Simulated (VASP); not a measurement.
Here is a VASP 6.6.1 calculation.

INCAR

```
SYSTEM = P
ALGO = Normal ; EDIFF = 1E-6
ENCUT = 500 ; GGA = CA
GGA_COMPAT = .False. ; ISIF = 2
ISMEAR = -1 ; LASPH = .True.
LCHARG = .False. ; LREAL = .False.
LWAVE = .False. ; NBANDS = 18
NELM = 120 ; PREC = Accurate
SIGMA = 0.05
```

File KPOINTS:

```
k-points
0
Gamma
  7 7 5
  0 0 0
```

POSCAR

```
P
1.0
    1.6625131401     -5.0889582300      0.0000000000
    1.6625131401      5.0889582300      0.0000000000
    0.0000000000      0.0000000000      4.0806445155
P
4
Direct
    0.8934491356      0.1065508644      0.0693990498
    0.6065508644      0.3934491356      0.5693990498
    0.1065508644      0.8934491356      0.9306009502
    0.3934491356      0.6065508644      0.4306009502
```

Potentials or basis: VASP PAW LDA potentials, release 64 (P).

The run is started by

```console
$ cat potpaw_LDA.64/P/POTCAR > POTCAR
$ mpirun -np 1 vasp_std > vasp.out
```

(1) What does it give for the pressure?

(2) Predict the largest force.

(3) Predict the band gap on the k mesh.

## Answers

(1) -0.3 GPa.

(2) 0.047 eV/Å.

(3) 0.02 eV (least direct gap 0.30 eV).

Caveat: the smearing spreads over this small gap.
